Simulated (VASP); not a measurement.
The system is Li.

```
CELL_PARAMETERS angstrom
3.03439 0.00000 0.00000
-1.51719 2.62786 0.00000
0.00000 0.00000 10.21621
ATOMIC_POSITIONS crystal
Li 0.00000 0.00000 0.00000
Li 0.33333 0.66667 0.25000
Li 0.00000 0.00000 0.50000
Li 0.66667 0.33333 0.75000
```

```yaml
Program: VASP 6.6.1
Task: relaxation of cell and atoms
Functional: PBE
Dispersion: D3(BJ)
Potentials_or_basis: VASP PAW PBE potentials, release 64 (Li_sv)
Cutoff: 600 eV
k_mesh: 15 × 15 × 4
Occupations: gaussian, width 0.1 eV
Spin: no spin polarisation
```

At the start: pressure -1.5 GPa; volume 20.37 Å³/atom.

Q: Where does the relaxation end?

A: Over 7 steps the energy falls by 13.0 meV/atom and the volume is 18.02 Å³/atom (-11.5 %); space group P6_3/mmc (No. 194, to 0.05 Å).

Step by step:
```
step  energy change (eV)  largest force (eV/Å)  pressure (GPa)  volume (Å³)
   1              0.0000                0.0000           -1.53        81.46
   2             -0.0205                0.0000           -1.24        79.19
   3             -0.0506                0.0000           -0.26        73.32
   4             -0.0518                0.0000            0.05        71.82
   5             -0.0518                0.0000            0.01        72.01
   6             -0.0519                0.0000            0.01        72.04
   7             -0.0520                0.0000            0.00        72.09
```

Final structure:
```xyz
4
Lattice="2.9358 0.0000 0.0000 -1.4679 2.5425 0.0000 0.0000 0.0000 9.6576" Properties=species:S:1:pos:R:3 pbc="T T T"
Li    0.0000    0.0000    0.0000
Li    0.0000    1.6950    2.4144
Li    0.0000    0.0000    4.8288
Li    1.4679    0.8475    7.2432
```

Caveat: the cutoff is under 1.25 times the usual one of these potentials, so pressure, stress and relaxed cells hold a basis-set (Pulay) error; pairwise dispersion overbinds metals, which lowers pressure and volume.
